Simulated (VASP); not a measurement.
# AgCl (P2_1/m) in VASP: a series of runs

Runs on AgCl. Level: PBE. Tasks: single point.

Everything below comes from runs of VASP 6.6.1. Logs are shortened: lines on timing, memory, paths and dates and some standing lists are left out, and cuts for length are marked.

**1. The cell of the first run**

Symmetry: P2_1/m, No. 11, monoclinic system. Conventional cell: a = 3.969 Å, b = 3.968 Å, c = 11.251 Å, α = 90.00°, β = 94.01°, γ = 90.00°. Within 3.7 Å of Ag (site symmetry m) lie 6 Cl at 2.81 to 2.92 Å and 2 Ag at 3.63 Å. Within 3.7 Å of Ag (site symmetry m) lie 6 Cl at 2.81 Å. Cl (site symmetry m) has 6 Ag at 2.81 to 2.92 Å and 2 Cl at 3.64 Å within 3.7 Å. Within 3.7 Å of Cl (site symmetry m) lie 6 Ag at 2.81 Å.

**2. Single point, PBE (the part above a cut slid along it)**

The input, INCAR:

```
SYSTEM = AgCl
PREC = Accurate
ENCUT = 520
EDIFF = 1E-7
ISMEAR = 0
SIGMA = 0.05
LREAL = .FALSE.
LASPH = .TRUE.
NELM = 60
ALGO = Normal
ISIF = 2
LWAVE = .FALSE.
LCHARG = .TRUE.
GGA = PE
LELF = .TRUE.
LVHAR = .TRUE.
NBANDS = 46
```

The input, KPOINTS:

```
Automatic mesh
0
G
  7 7 3
  0 0 0
```

The input, POSCAR:

```
AgCl
1.0
   -3.9643020236      0.0000000000     -0.1970743489
    0.0000000000     -3.9680551249      0.0000000000
   -1.3423218212      0.0000000000     11.1708043180
Ag Cl
4 4
Direct
    0.5746137377      0.7500000000      0.8751935818
    0.6746137377      0.7500000000      0.3751935818
    0.2253862623      0.2500000000      0.1248064182
    0.1253862623      0.2500000000      0.6248064182
    0.0750833047      0.2500000000      0.8748551066
    0.1750833047      0.2500000000      0.3748551066
    0.7249166953      0.7500000000      0.1251448934
    0.6249166953      0.7500000000      0.6251448934
```

Potentials or basis: VASP PAW PBE potentials, release 64 (Ag, Cl).

Started as:

```console
cat potpaw_PBE.64/Ag/POTCAR potpaw_PBE.64/Cl/POTCAR > POTCAR
mpirun -np 1 vasp_std > vasp.out
```

OUTCAR:

```text
SYSTEM = AgCl
   PREC = Accurate
   ENCUT = 520
   EDIFF = 1E-7
   ISMEAR = 0
   LREAL = .FALSE.
   LASPH = .TRUE.
   NELM = 60
   ISIF = 2
   GGA = PE

 ion  position               nearest neighbor table
   1  0.575  0.750  0.875-   5 2.81   5 2.81   8 2.81   5 2.81   5 2.81   7 2.92
   2  0.675  0.750  0.375-   6 2.81   6 2.81   8 2.81   7 2.81   6 2.81   6 2.81
   3  0.225  0.250  0.125-   7 2.81   7 2.81   6 2.81   7 2.81   7 2.81   5 2.92
   4  0.125  0.250  0.625-   8 2.81   8 2.81   6 2.81   5 2.81   8 2.81   8 2.81
   5  0.075  0.250  0.875-   1 2.81   1 2.81   4 2.81   1 2.81   1 2.81   3 2.92
   6  0.175  0.250  0.375-   2 2.81   2 2.81   4 2.81   3 2.81   2 2.81   2 2.81
   7  0.725  0.750  0.125-   3 2.81   3 2.81   2 2.81   3 2.81   3 2.81   1 2.92
   8  0.625  0.750  0.625-   4 2.81   4 2.81   2 2.81   1 2.81   4 2.81   4 2.81

  LATTYP: Found a simple monoclinic cell.
 ALAT       =     3.9691975050
 B/A-ratio  =     0.9997121887
 C/A-ratio  =     2.8346194000
 COS(beta)  =    -0.0698616961

  Lattice vectors:

 A1 = (  -3.9643020236,   0.0000000000,  -0.1970743489)
 A2 = (   0.0000000000,   3.9680551249,   0.0000000000)
 A3 = (   1.3423218212,   0.0000000000, -11.1708043180)

Analysis of symmetry for initial positions (statically):
=====================================================================
 Subroutine PRICEL returns:
 Original cell was already a primitive cell.

 Routine SETGRP: Setting up the symmetry group for a
 simple monoclinic supercell.

 Subroutine GETGRP returns: Found  4 space group operations
 (whereof  1 operations were pure point group operations)
 out of a pool of  4 trial point group operations.

The static configuration has the point symmetry C_1 .
 The point group associated with its full space group is C_2h.

Analysis of symmetry for dynamics (positions and initial velocities):
=====================================================================
 Subroutine PRICEL returns:
 Original cell was already a primitive cell.

 Routine SETGRP: Setting up the symmetry group for a
 simple monoclinic supercell.

 Subroutine GETGRP returns: Found  4 space group operations
 (whereof  1 operations were pure point group operations)
 out of a pool of  4 trial point group operations.

The dynamic configuration has the point symmetry C_1 .
 The point group associated with its full space group is C_2h.

 Subroutine INISYM returns: Found  4 space group operations
 (whereof  1 operations are pure point group operations),
 and found     1 'primitive' translations

----------------------------------------------------------------------------------------

                                     Primitive cell

  volume of cell :     176.7728

  direct lattice vectors                    reciprocal lattice vectors
    -3.964302024  0.000000000 -0.197074349    -0.250753316  0.000000000 -0.030131371
     0.000000000 -3.968055125  0.000000000     0.000000000 -0.252012628  0.000000000
    -1.342321821  0.000000000 11.170804318    -0.004423768  0.000000000  0.088987494

  length of vectors
     3.969197505  3.968055125 11.251164250     0.252557172  0.252012628  0.089097384

  position of ions in fractional coordinates (direct lattice)
     0.574613738  0.750000000  0.875193582
     0.674613738  0.750000000  0.375193582
     0.225386262  0.250000000  0.124806418
     0.125386262  0.250000000  0.624806418
     0.075083305  0.250000000  0.874855107
     0.175083305  0.250000000  0.374855107
     0.724916695  0.750000000  0.125144893
     0.624916695  0.750000000  0.625144893

  ion indices of the primitive-cell ions
   primitive index   ion index
                 1           1
                 2           2
                 3           3
                 4           4
                 5           5
                 6           6
                 7           7
                 8           8

----------------------------------------------------------------------------------------

 KPOINTS: Automatic mesh

Automatic generation of k-mesh.
 Grid dimensions read from file:
 generate k-points for:    7    7    3

 Generating k-lattice:

  Cartesian coordinates                     Fractional coordinates (reciprocal lattice)
    -0.035821902  0.000000000 -0.004304482     0.142857143  0.000000000 -0.000000000
     0.000000000 -0.036001804  0.000000000     0.000000000  0.142857143  0.000000000
    -0.001474589  0.000000000  0.029662498     0.000000000  0.000000000  0.333333333

  Length of vectors
     0.036079596  0.036001804  0.029699128

  Shift w.r.t. Gamma in fractional coordinates (k-lattice)
     0.000000000  0.000000000  0.000000000

 Subroutine IBZKPT returns following result:
 ===========================================

 Found     44 irreducible k-points:

 Following reciprocal coordinates:
            Coordinates               Weight
  0.000000  0.000000  0.000000      1.000000
  0.142857  0.000000  0.000000      2.000000
  0.285714  0.000000  0.000000      2.000000
  0.428571  0.000000  0.000000      2.000000
  0.000000  0.142857  0.000000      2.000000
  0.142857  0.142857  0.000000      4.000000
[... 16 lines left out ...]
 -0.142857  0.000000  0.333333      2.000000
 -0.000000  0.142857  0.333333      4.000000
 [... further k-points ...]
   k-points           NKPTS =     44   k-points in BZ     NKDIM =     44   number of bands    NBANDS=     46
   number of dos      NEDOS =    301   number of ions     NIONS =      8
   total plane-waves  NPLWV =  75600
   dimension x,y,z NGX =    30 NGY =   30 NGZ =   84
   dimension x,y,z NGXF=    60 NGYF=   60 NGZF=  168
   ions per type =               4   4
   NGX,Y,Z   is equivalent  to a cutoff of  12.57, 12.57, 12.41 a.u.
   NGXF,Y,Z  is equivalent  to a cutoff of  25.13, 25.14, 24.82 a.u.
 SYSTEM =  AgCl
   PREC   = accura    normal or accurate (medium, high low for compatibility)
   ISTART =      0    job   : 0-new  1-cont  2-samecut
   ICHARG =      2    charge: 1-file 2-atom 10-const
   ISPIN  =      1    spin polarized calculation?
   LNONCOLLINEAR =      F non collinear calculations
   LSORBIT =      F    spin-orbit coupling
   LASPH  =      T    aspherical Exc in radial PAW
   ENCUT  =  520.0 eV  38.22 Ry    6.18 a.u.   7.38  7.38 20.92*2*pi/ulx,y,z
   NELM   =     60;   NELMIN=  2; NELMDL= -5     # of ELM steps
   EDIFF  = 0.1E-06   stopping-criterion for ELM
   LREAL  =      F    real-space projection
   EDIFFG = 0.1E-05   stopping-criterion for IOM
   NSW    =      0    number of steps for IOM
   IBRION =     -1    ionic relax: 0-MD 1-quasi-New 2-CG
   NFREE  =      0    steps in history (QN), initial steepest desc. (CG)
   ISIF   =      2    stress and relaxation
   ISYM   =      2    0-nonsym 1-usesym 2-fastsym
   POTIM  = 0.5000    time-step for ionic-motion
   TEBEG  =    0.0;   TEEND  =   0.0 temperature during run
   PSTRESS=    0.0 pullay stress
   NELECT =      72.0000    total number of electrons
   NUPDOWN=      -1.0000    fix difference up-down
   EMIN   =  10.00;   EMAX   =-10.00  energy-range for DOS
   EFERMI =   0.00;   METHOD = LEGACY
   ISMEAR =     0;   SIGMA  =   0.05  broadening in eV -4-tet -1-fermi 0-gaus
   EFERMI_NEDOS =   21; number of points for ismear=-14 and -15
   IALGO  =     38    algorithm
   IMIX   =      4    mixing-type and parameters
     AMIX     =   0.40;   BMIX     =  1.00
     AMIX_MAG =   1.60;   BMIX_MAG =  1.00
  volume/ion in A,a.u.               =      22.10       149.12
  Fermi-wavevector in a.u.,A,eV,Ry     =   1.213521  2.293222 20.036380  1.472632
  Thomas-Fermi vector in A             =   2.348970
   LORBIT       =      0    0 simple, 1 ext, 2 COOP (PROOUT), +10 PAW based schemes
   GGA     = PE    functional components
   LHFCALC =     F    Hartree Fock is set to
   AEXX    =    0.0000 exact exchange contribution
   IVDW    =     0    specifies the selected vdW correction
   LEPSILON=     F    determine dielectric tensor
   LRPA    =     F    only Hartree local field effects (RPA)
 non-spin polarized calculation
 Gauss-broadening in eV      SIGMA  =   0.05
  energy-cutoff  :      520.00
  volume of cell :      176.77
 maximum number of plane-waves:      4807
 NGX is ok and might be reduce to    30
   NGX = 15   NGY = 15   NGZ = 41

 number of electron      71.9999983 magnetization

 Free energy of the ion-electron system (eV)
  ---------------------------------------------------
  ext. energy  EPLUGINS =         0.00000000
  ---------------------------------------------------
  free energy    TOTEN  =       -21.53926407 eV

  energy without entropy =      -21.53926407  energy(sigma->0) =      -21.53926407

 E-fermi :   3.5710     XC(G=0):  -9.7899

 val. band max:        3.3180652875   @ k =   0.0000   0.4286   0.0000
 cond. band min:       4.2164955503   @ k =   0.0000   0.0000   0.0000
 fundamental gap:      0.8984302627
 Fermi energy:         3.5709599754

 k-point     1 :       0.0000    0.0000    0.0000
  band No.  band energies     occupation
      1     -11.5229      2.00000
      2     -11.2963      2.00000
      3     -11.2807      2.00000
      4     -11.0857      2.00000
      5      -0.7837      2.00000
      6      -0.7446      2.00000
[... 38 lines left out ...]
     45      12.1800      0.00000
     46      12.2973      0.00000

 k-point     2 :       0.1429    0.0000    0.0000
  band No.  band energies     occupation
      1     -11.4761      2.00000
      2     -11.2756      2.00000
      3     -11.2407      2.00000
      4     -11.0737      2.00000
      5      -0.8456      2.00000
      6      -0.8338      2.00000
[... 38 lines left out ...]
     45      11.8268      0.00000
     46      11.9993      0.00000

 k-point     3 :       0.2857    0.0000    0.0000
  band No.  band energies     occupation
      1     -11.3582      2.00000
      2     -11.2168      2.00000
      3     -11.1622      2.00000
      4     -11.0537      2.00000
      5      -1.1852      2.00000
      6      -1.1145      2.00000
[... 1018 lines left out ...]
     45      11.9088      0.00000
     46      12.5277      0.00000

 k-point    24 :      -0.0000    0.1429    0.3333
  band No.  band energies     occupation
      1     -11.4438      2.00000
      2     -11.3621      2.00000
      3     -11.1647      2.00000
      4     -11.0961      2.00000
      5      -0.9220      2.00000
      6      -0.7747      2.00000
[... 38 lines left out ...]
     45      11.6685      0.00000
     46      12.3985      0.00000

 [... further k-points ...]

------------------------ aborting loop because EDIFF is reached ----------------------------------------

  FORCE on cell =-STRESS in cart. coord.  units (eV):
  Direction    XX          YY          ZZ          XY          YZ          ZX
  --------------------------------------------------------------------------------------
  -------------------------------------------------------------------------------------
  Total       -0.6915731     -0.3904704     -0.1696910      0.0000000      0.0000000      0.4354021
  in kB       -6.2680611     -3.5390220     -1.5379919      0.0000000      0.0000000      3.9462594
  external PRESSURE =      -3.7816917 kB  Pullay stress =       0.0000000 kB

 VOLUME and BASIS-vectors are now :
 -----------------------------------------------------------------------------
  energy-cutoff  :      520.00
  volume of cell :      176.77
      direct lattice vectors                 reciprocal lattice vectors
    -3.964302024  0.000000000 -0.197074349    -0.250753316  0.000000000 -0.030131371
     0.000000000 -3.968055125  0.000000000     0.000000000 -0.252012628  0.000000000
    -1.342321821  0.000000000 11.170804318    -0.004423768  0.000000000  0.088987494

 POSITION                                       TOTAL-FORCE (eV/Angst)
 -----------------------------------------------------------------------------------
     -3.45273     -2.97604      9.66337        -0.012543     -0.000000      0.074325
     -3.17800     -2.97604      4.05827        -0.001590      0.000000     -0.011853
     -1.06103     -0.99201      1.34977         0.012543      0.000000     -0.074325
     -1.33576     -0.99201      6.95488         0.001590      0.000000      0.011853
     -1.47199     -0.99201      9.75804        -0.143382      0.000000     -0.076364
     -1.19726     -0.99201      4.15293         0.003834     -0.000000      0.008876
     -3.04177     -2.97604      1.25511         0.143382      0.000000      0.076364
     -3.31650     -2.97604      6.86022        -0.003834      0.000000     -0.008876
 -----------------------------------------------------------------------------------
    total drift:                               -0.000000      0.000000      0.000000

  FREE ENERGIE OF THE ION-ELECTRON SYSTEM (eV)
  ---------------------------------------------------
  free  energy   TOTEN  =       -21.5392640711 eV

  energy  without entropy=      -21.5392640711  energy(sigma->0) =      -21.53926407
```

It took 3.6 min on 1 thread of Intel Xeon Platinum 8488C (Sapphire Rapids), shared host; peak memory 0.42 GiB.

What came out:

| Property | Result |
| --- | --- |
| Free energy | -21.5393 eV |
| Pressure | -0.4 GPa |
| Largest force | 0.162 eV/Å |
| Band gap on the k mesh | 0.90 eV (least direct gap 2.13 eV) |

Forces on the atoms (eV/Å):
```
Ag  -0.013  0.000  0.074
Ag  -0.002  0.000 -0.012
Ag   0.013  0.000 -0.074
Ag   0.002  0.000  0.012
Cl  -0.143  0.000 -0.076
Cl   0.004  0.000  0.009
Cl   0.143  0.000  0.076
Cl  -0.004  0.000 -0.009
```

Caveat: the cell differs from its parent crystal (the part above a cut slid along it). A k mesh can miss the band edges.

(Part 1 of 2 ends here.)
